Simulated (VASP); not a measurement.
A run of VASP 6.6.1 is set up as follows.

INCAR

```
SYSTEM = Tm3F
PREC = Accurate ; ENCUT = 600
EDIFF = 1E-7 ; ISMEAR = 0
SIGMA = 0.1 ; LREAL = .FALSE.
LASPH = .TRUE. ; NELM = 200
ALGO = Normal ; ISIF = 3
LWAVE = .FALSE. ; LCHARG = .FALSE.
GGA = PE ; IBRION = 2
NSW = 90 ; EDIFFG = -0.04
GGA_COMPAT = .FALSE. ; NELMIN = 4
LMAXMIX = 6
```

File KPOINTS:

```
Automatic mesh
0
G
  4 4 6
  0 0 0
```

File POSCAR:

```
Tm3F
1.0
    5.4668161510      0.0000000000      0.0000000000
    0.0000000000      5.4668161510      0.0000000000
    0.0000000000      0.0000000000      3.4529147768
Tm F
3 1
Direct
    0.5000000000      0.5000000000      0.0000000000
    0.5000000000      0.0000000000      0.5000000000
    0.0000000000      0.5000000000      0.5000000000
    0.0000000000      0.0000000000      0.0000000000
```

Potentials or basis: VASP PAW PBE potentials, release 64 (Tm_3, F), 4f in core.

Command:

```bash
$ cat potpaw_PBE.64/Tm_3/POTCAR potpaw_PBE.64/F/POTCAR > POTCAR
$ mpirun -np 1 vasp_std > vasp.out
```

(1) Estimate the space group after relaxing (to 0.1 Å).

(2) What does it give for the relaxed volume?

(3) Predict the band gap on the k mesh.

Results:

(1) P4/mmm (No. 123).

(2) 25.61 Å³/atom.

(3) zero (bands 17 and 18 overlap by 0.79 eV).

Caveat: spin-orbit coupling is left out, which moves the levels of the heavy elements; the 4f electrons are frozen in the core, so they carry no moment and show no levels; the run has no spin polarisation, though such a crystal can be magnetic.
